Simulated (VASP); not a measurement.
Here is a VASP 6.6.1 calculation.

File INCAR:

```
ALGO = Normal ; EDIFF = 1E-8
ENCUT = 520 ; ISIF = 2
ISMEAR = -1 ; LASPH = T
LCHARG = F ; LEFG = T
LREAL = F ; LWAVE = F
NBANDS = 12 ; NELM = 100
PREC = Accurate ; SIGMA = 0.03
```

Contents of KPOINTS:

```
k-points
0
Gamma
  13 13 13
```

Contents of POSCAR:

```
Sc
1.0
   -1.9548072966      1.9548072966      1.7512900426
    1.9548072966     -1.9548072966      1.7512900426
    1.9548072966      1.9548072966     -1.7512900426
Sc
1
Direct
    0.0000000000      0.0000000000      0.0000000000
```

Potentials or basis: VASP PAW LDA potentials, release 64 (Sc_sv).

Command:

```sh
$ cat potpaw_LDA.64/Sc_sv/POTCAR > POTCAR
$ mpirun -np 1 vasp_std > vasp.out
```

Estimate the pressure.

-7.5 GPa.

Electric field gradients, principal values (V/Å²):
```tsv
atom	least	middle	greatest (by size)
1 Sc	-4.164	-4.164	8.328
```

Caveat: without QUAD_EFG the Cq values of the log hold for a quadrupole moment of 1 mb, not for the nuclei.
